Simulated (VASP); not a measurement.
# InSb (I4/mmm) in VASP: further runs, part 2 of 2

VASP 6.6.1. The steps go on from the part before.

## Step 4: Single point, PBE (29.86 Å³/atom)

Contents of INCAR:

```
SYSTEM = InSb
ALGO = Normal ; EDIFF = 1E-6
ENCUT = 520 ; GGA = PE
ISIF = 2 ; ISMEAR = 0
LASPH = .TRUE. ; LCHARG = .FALSE.
LREAL = .FALSE. ; LWAVE = .FALSE.
NBANDS = 16 ; NELM = 80
PREC = Accurate ; SIGMA = 0.15
```

Contents of KPOINTS:

```
k-points
0
G
  14 14 14
  0 0 0
```

Contents of POSCAR:

```
InSb
1.0
    0.0000000000      3.2963209252      2.7478131233
    3.2963209252      0.0000000000      2.7478131233
    3.2963209252      3.2963209252      0.0000000000
In Sb
1 1
Direct
    0.0000000000      0.0000000000      0.0000000000
    0.5000000000      0.5000000000      0.5000000000
```

Potentials or basis: VASP PAW PBE potentials, release 64 (In_d, Sb).

Started as:

```sh
$ cat potpaw_PBE.64/In_d/POTCAR potpaw_PBE.64/Sb/POTCAR > POTCAR
$ mpirun -np 1 vasp_std > vasp.out
```

OUTCAR:

```text
SYSTEM = InSb
   EDIFF = 1E-6
   ENCUT = 520
   GGA = PE
   ISIF = 2
   ISMEAR = 0
   LASPH = .TRUE.
   LREAL = .FALSE.
   NELM = 80
   PREC = Accurate

 ion  position               nearest neighbor table
   1  0.000  0.000  0.000-   2 2.75   2 2.75   2 3.30   2 3.30   2 3.30   2 3.30
   2  0.500  0.500  0.500-   1 2.75   1 2.75   1 3.30   1 3.30   1 3.30   1 3.30

  LATTYP: Found a body centered tetragonal cell.
 ALAT       =     4.6617017584
 C/A-ratio  =     1.1788884256

  Lattice vectors:

 A1 = (   0.0000000000,  -3.2963209252,  -2.7478131233)
 A2 = (   0.0000000000,   3.2963209252,  -2.7478131233)
 A3 = (   3.2963209252,   0.0000000000,   2.7478131233)

Analysis of symmetry for initial positions (statically):
=====================================================================
 Subroutine PRICEL returns:
 Original cell was already a primitive cell.

 Routine SETGRP: Setting up the symmetry group for a
 body centered tetragonal supercell.

 Subroutine GETGRP returns: Found 16 space group operations
 (whereof 16 operations were pure point group operations)
 out of a pool of 16 trial point group operations.

The static configuration has the point symmetry D_4h.

Analysis of symmetry for dynamics (positions and initial velocities):
=====================================================================
 Subroutine PRICEL returns:
 Original cell was already a primitive cell.

 Routine SETGRP: Setting up the symmetry group for a
 body centered tetragonal supercell.

 Subroutine GETGRP returns: Found 16 space group operations
 (whereof 16 operations were pure point group operations)
 out of a pool of 16 trial point group operations.

The dynamic configuration has the point symmetry D_4h.

 Subroutine INISYM returns: Found 16 space group operations
 (whereof 16 operations are pure point group operations),
 and found     1 'primitive' translations

----------------------------------------------------------------------------------------

                                     Primitive cell

  volume of cell :      59.7140

  direct lattice vectors                    reciprocal lattice vectors
     0.000000000  3.296320925  2.747813123    -0.151684260  0.151684260  0.181962884
     3.296320925  0.000000000  2.747813123     0.151684260 -0.151684260  0.181962884
     3.296320925  3.296320925  0.000000000     0.151684260  0.151684260 -0.181962884

  length of vectors
     4.291411027  4.291411027  4.661701758     0.281294722  0.281294722  0.281294722

  position of ions in fractional coordinates (direct lattice)
     0.000000000  0.000000000  0.000000000
     0.500000000  0.500000000  0.500000000

  ion indices of the primitive-cell ions
   primitive index   ion index
                 1           1
                 2           2

----------------------------------------------------------------------------------------

 KPOINTS: k-points

Automatic generation of k-mesh.
 Grid dimensions read from file:
 generate k-points for:   14   14   14

 Generating k-lattice:

  Cartesian coordinates                     Fractional coordinates (reciprocal lattice)
    -0.010834590  0.010834590  0.012997349     0.071428571  0.000000000  0.000000000
     0.010834590 -0.010834590  0.012997349     0.000000000  0.071428571  0.000000000
     0.010834590  0.010834590 -0.012997349     0.000000000  0.000000000  0.071428571

  Length of vectors
     0.020092480  0.020092480  0.020092480

  Shift w.r.t. Gamma in fractional coordinates (k-lattice)
     0.000000000  0.000000000  0.000000000

 Subroutine IBZKPT returns following result:
 ===========================================

 Found    244 irreducible k-points:

 Following reciprocal coordinates:
            Coordinates               Weight
  0.000000  0.000000  0.000000      1.000000
  0.071429 -0.000000  0.000000      8.000000
  0.142857 -0.000000  0.000000      8.000000
  0.214286 -0.000000  0.000000      8.000000
  0.285714  0.000000  0.000000      8.000000
  0.357143  0.000000  0.000000      8.000000
[... 16 lines left out ...]
  0.214286  0.142857  0.000000      8.000000
  0.285714  0.142857  0.000000      8.000000
 [... further k-points ...]
   k-points           NKPTS =    244   k-points in BZ     NKDIM =    244   number of bands    NBANDS=     16
   number of dos      NEDOS =    301   number of ions     NIONS =      2
   total plane-waves  NPLWV =  36864
   dimension x,y,z NGX =    32 NGY =   32 NGZ =   36
   dimension x,y,z NGXF=    64 NGYF=   64 NGZF=   72
   ions per type =               1   1
   NGX,Y,Z   is equivalent  to a cutoff of  12.40, 12.40, 12.84 a.u.
   NGXF,Y,Z  is equivalent  to a cutoff of  24.79, 24.79, 25.68 a.u.
 SYSTEM =  InSb
   PREC   = accura    normal or accurate (medium, high low for compatibility)
   ISTART =      0    job   : 0-new  1-cont  2-samecut
   ICHARG =      2    charge: 1-file 2-atom 10-const
   ISPIN  =      1    spin polarized calculation?
   LNONCOLLINEAR =      F non collinear calculations
   LSORBIT =      F    spin-orbit coupling
   LASPH  =      T    aspherical Exc in radial PAW
   ENCUT  =  520.0 eV  38.22 Ry    6.18 a.u.   7.98  7.98  8.67*2*pi/ulx,y,z
   NELM   =     80;   NELMIN=  2; NELMDL= -5     # of ELM steps
   EDIFF  = 0.1E-05   stopping-criterion for ELM
   LREAL  =      F    real-space projection
   EDIFFG = 0.1E-04   stopping-criterion for IOM
   NSW    =      0    number of steps for IOM
   IBRION =     -1    ionic relax: 0-MD 1-quasi-New 2-CG
   NFREE  =      0    steps in history (QN), initial steepest desc. (CG)
   ISIF   =      2    stress and relaxation
   ISYM   =      2    0-nonsym 1-usesym 2-fastsym
   POTIM  = 0.5000    time-step for ionic-motion
   TEBEG  =    0.0;   TEEND  =   0.0 temperature during run
   PSTRESS=    0.0 pullay stress
   NELECT =      18.0000    total number of electrons
   NUPDOWN=      -1.0000    fix difference up-down
   EMIN   =  10.00;   EMAX   =-10.00  energy-range for DOS
   EFERMI =   0.00;   METHOD = LEGACY
   ISMEAR =     0;   SIGMA  =   0.15  broadening in eV -4-tet -1-fermi 0-gaus
   EFERMI_NEDOS =   21; number of points for ismear=-14 and -15
   IALGO  =     38    algorithm
   IMIX   =      4    mixing-type and parameters
     AMIX     =   0.40;   BMIX     =  1.00
     AMIX_MAG =   1.60;   BMIX_MAG =  1.00
  volume/ion in A,a.u.               =      29.86       201.48
  Fermi-wavevector in a.u.,A,eV,Ry     =   1.097675  2.074304 16.393517  1.204890
  Thomas-Fermi vector in A             =   2.234039
   LORBIT       =      0    0 simple, 1 ext, 2 COOP (PROOUT), +10 PAW based schemes
   GGA     = PE    functional components
   LHFCALC =     F    Hartree Fock is set to
   AEXX    =    0.0000 exact exchange contribution
   IVDW    =     0    specifies the selected vdW correction
   LEPSILON=     F    determine dielectric tensor
   LRPA    =     F    only Hartree local field effects (RPA)
 non-spin polarized calculation
 Gauss-broadening in eV      SIGMA  =   0.15
  energy-cutoff  :      520.00
  volume of cell :       59.71
 maximum number of plane-waves:      1642
   NGX = 15   NGY = 15   NGZ = 17

 number of electron      18.0000002 magnetization

 Free energy of the ion-electron system (eV)
  ---------------------------------------------------
  ext. energy  EPLUGINS =         0.00000000
  ---------------------------------------------------
  free energy    TOTEN  =        -6.28205171 eV

  energy without entropy =       -6.26567325  energy(sigma->0) =       -6.27386248

 E-fermi :   6.2687     XC(G=0):  -9.5486

 val. band max:        6.2678608860   @ k =   0.4286   0.1429   0.0714
 cond. band min:       6.2769860617   @ k =   0.2143   0.0000   0.2143
 fundamental gap:      0.0091251757
 Fermi energy:         6.2687429213

 k-point     1 :       0.0000    0.0000    0.0000
  band No.  band energies     occupation
      1      -8.3699      2.00000
      2      -8.2409      2.00000
      3      -8.2409      2.00000
      4      -8.2144      2.00000
      5      -8.1797      2.00000
      6      -4.5335      2.00000
[... 8 lines left out ...]
     15      13.2907      0.00000
     16      13.5837      0.00000
[... 419 lines left out ...]
 k-point    24 :       0.2857    0.1429    0.0000
  band No.  band energies     occupation
      1      -8.3813      2.00000
      2      -8.2341      2.00000
      3      -8.2302      2.00000
      4      -8.1984      2.00000
      5      -8.1871      2.00000
      6      -3.6899      2.00000
[... 8 lines left out ...]
     15      15.1351      0.00000
     16      15.2624      0.00000

 [... further k-points ...]

------------------------ aborting loop because EDIFF is reached ----------------------------------------

  FORCE on cell =-STRESS in cart. coord.  units (eV):
  Direction    XX          YY          ZZ          XY          YZ          ZX
  --------------------------------------------------------------------------------------
  -------------------------------------------------------------------------------------
  Total       -1.3857078     -1.3857078      5.6628327      0.0000000     -0.0000000      0.0000000
  in kB      -37.1797175    -37.1797175    151.9386114      0.0000000     -0.0000000      0.0000000
  external PRESSURE =      25.8597255 kB  Pullay stress =       0.0000000 kB

 VOLUME and BASIS-vectors are now :
 -----------------------------------------------------------------------------
  energy-cutoff  :      520.00
  volume of cell :       59.71
      direct lattice vectors                 reciprocal lattice vectors
     0.000000000  3.296320925  2.747813123    -0.151684260  0.151684260  0.181962884
     3.296320925  0.000000000  2.747813123     0.151684260 -0.151684260  0.181962884
     3.296320925  3.296320925  0.000000000     0.151684260  0.151684260 -0.181962884

 POSITION                                       TOTAL-FORCE (eV/Angst)
 -----------------------------------------------------------------------------------
      0.00000      0.00000      0.00000         0.000000      0.000000      0.000000
      3.29632      3.29632      2.74781        -0.000000     -0.000000      0.000000
 -----------------------------------------------------------------------------------
    total drift:                                0.000000     -0.000000     -0.000000

  FREE ENERGIE OF THE ION-ELECTRON SYSTEM (eV)
  ---------------------------------------------------
  free  energy   TOTEN  =        -6.2820517122 eV

  energy  without entropy=       -6.2656732484  energy(sigma->0) =       -6.27386248
```

It took 86 s on 1 thread of AMD EPYC 9R45 (Zen 5), shared host; peak memory 0.34 GiB.

Results:

```yaml
Free_energy: -6.2821 eV
Pressure: 2.6 GPa
Band_gap_on_the_k_mesh: zero (bands 9 and 10 overlap by 3.13 eV)
```

Stress tensor (GPa, compression positive):
```
-3.72  0.00  0.00
 0.00 -3.72  0.00
 0.00  0.00 15.19
```

Caveat: spin-orbit coupling is left out, which moves the levels of the heavy elements.

## Step 5: Single point, PBE (29.86 Å³/atom)

Contents of INCAR:

```
ALGO = Normal
EDIFF = 1E-6
ENCUT = 520
GGA = PE
ISIF = 2
ISMEAR = 0
LASPH = True
LCHARG = False
LREAL = False
LWAVE = False
NBANDS = 16
NELM = 100
PREC = Accurate
SIGMA = 0.15
```

Contents of KPOINTS:

```
k-points
0
Gamma
  14 14 14
```

Contents of POSCAR:

```
InSb
1.0
    0.0000000000      2.9196888433      3.5024587365
    2.9196888433      0.0000000000      3.5024587365
    2.9196888433      2.9196888433      0.0000000000
In Sb
1 1
Direct
    0.0000000000      0.0000000000      0.0000000000
    0.5000000000      0.5000000000      0.5000000000
```

Started as:

```sh
$ cat potpaw_PBE.64/In_d/POTCAR potpaw_PBE.64/Sb/POTCAR > POTCAR
$ mpirun -np 1 vasp_std > vasp.out
```

Wall time 91 s (1 thread of AMD EPYC 9R45 (Zen 5), shared host); peak memory 0.35 GiB.

Results (log left out):

```
Free energy            : -6.4293 eV
Pressure               : 1.7 GPa
Band gap on the k mesh : zero (bands 9 and 10 overlap by 2.48 eV)
```

Stress tensor (GPa, compression positive):
```
 5.00  0.00  0.00
 0.00  5.00  0.00
 0.00  0.00 -4.88
```

Levels at points of the mesh, in eV from the Fermi level:
```csv
k point,band 5,band 6,band 7,band 8,band 9,band 10,band 11,band 12,band 13,band 14
"(0.00, 0.00, 0.00)",-14.45,-10.85,-0.59,-0.59,-0.46,0.67,3.65,5.54,6.15,6.70
"(0.50, 0.00, 0.00)",-14.44,-9.18,-6.42,-0.27,0.78,1.31,3.01,3.05,3.67,9.52
"(0.50, 0.50, 0.00)",-14.43,-9.48,-4.15,-2.07,-1.63,-1.63,3.77,8.21,8.66,8.66
"(0.50, 0.00, 0.50)",-14.41,-8.01,-4.37,-3.73,-3.17,-1.25,3.23,5.50,9.34,9.81
```

Caveat: spin-orbit coupling is left out, which moves the levels of the heavy elements.

## Step 6: Single point, PBE (29.86 Å³/atom)

Contents of INCAR:

```
SYSTEM = InSb
ALGO = Normal ; EDIFF = 1E-6
ENCUT = 520 ; GGA = PE
ISIF = 2 ; ISMEAR = 0
LASPH = .TRUE. ; LCHARG = .TRUE.
LELF = .TRUE. ; LREAL = .FALSE.
LVHAR = .TRUE. ; LWAVE = .FALSE.
NBANDS = 16 ; NELM = 60
PREC = Accurate ; SIGMA = 0.15
```

Contents of KPOINTS:

```
k-points
0
G
  14 14 14
  0 0 0
```

Contents of POSCAR:

```
InSb
1.0
    0.0000000000      3.2303767397      2.8611446784
    3.2303767397      0.0000000000      2.8611446784
    3.2303767397      3.2303767397      0.0000000000
In Sb
1 1
Direct
    0.0000000000      0.0000000000      0.0000000000
    0.5000000000      0.5000000000      0.5000000000
```

Potentials or basis: VASP PAW PBE potentials, release 64 (In_d, Sb).

Started as:

```sh
$ cat potpaw_PBE.64/In_d/POTCAR potpaw_PBE.64/Sb/POTCAR > POTCAR
$ mpirun -np 1 vasp_std > vasp.out
```

It took 88 s on 1 thread of AMD EPYC 9R45 (Zen 5), shared host; peak memory 0.34 GiB.

Results (log left out):

```yaml
Free_energy: -6.5071 eV
Pressure: 0.4 GPa
Band_gap_on_the_k_mesh: zero (bands 9 and 10 overlap by 2.86 eV)
```

Stress tensor (GPa, compression positive):
```
-3.34  0.00  0.00
 0.00 -3.34  0.00
 0.00  0.00  7.90
```

Levels at points of the mesh, in eV from the Fermi level:
```tsv
k point	band 7	band 8	band 9	band 10	band 11	band 12
(0.00, 0.00, 0.00)	-0.89	-0.59	0.38	0.38	4.87	4.87
(0.50, 0.00, 0.00)	-6.30	0.05	0.39	1.75	2.09	3.42
(0.50, 0.50, 0.00)	-4.27	-3.85	-2.34	-2.34	3.01	7.73
(0.50, 0.00, 0.50)	-4.22	-2.91	-2.50	-1.17	3.54	6.39
```

Caveat: spin-orbit coupling is left out, which moves the levels of the heavy elements.

## Step 7: Summary

| cell | gap on the mesh (eV) | pressure (GPa) |
| --- | --- | --- |
| a = 4.347, b = 4.347, c = 4.477 Å, angles 59.0, 59.0, 62.0°, 2 atoms | none | -0.9 |
| a = 4.436, b = 4.436, c = 4.300 Å, angles 61.0, 61.0, 58.0°, 2 atoms | none | -0.9 |
| a = 4.291, b = 4.291, c = 4.662 Å, angles 57.1, 57.1, 65.8°, 2 atoms | none | 2.6 |
| a = 4.560, b = 4.560, c = 4.129 Å, angles 63.1, 63.1, 53.8°, 2 atoms | none | 1.7 |
| a = 4.315, b = 4.315, c = 4.568 Å, angles 58.0, 58.0, 63.9°, 2 atoms | none | 0.4 |

Alike in all rows: task single point; level PBE; potentials or basis VASP PAW PBE potentials, release 64 (In_d, Sb); no spin polarisation; k mesh 14 × 14 × 14; cutoff (eV) 520; smearing gaussian 0.15 eV.

Caveats: spin-orbit coupling is left out, which moves the levels of the heavy elements.

Total energies depend on the potentials used, so only differences within one code and one set of settings carry meaning.
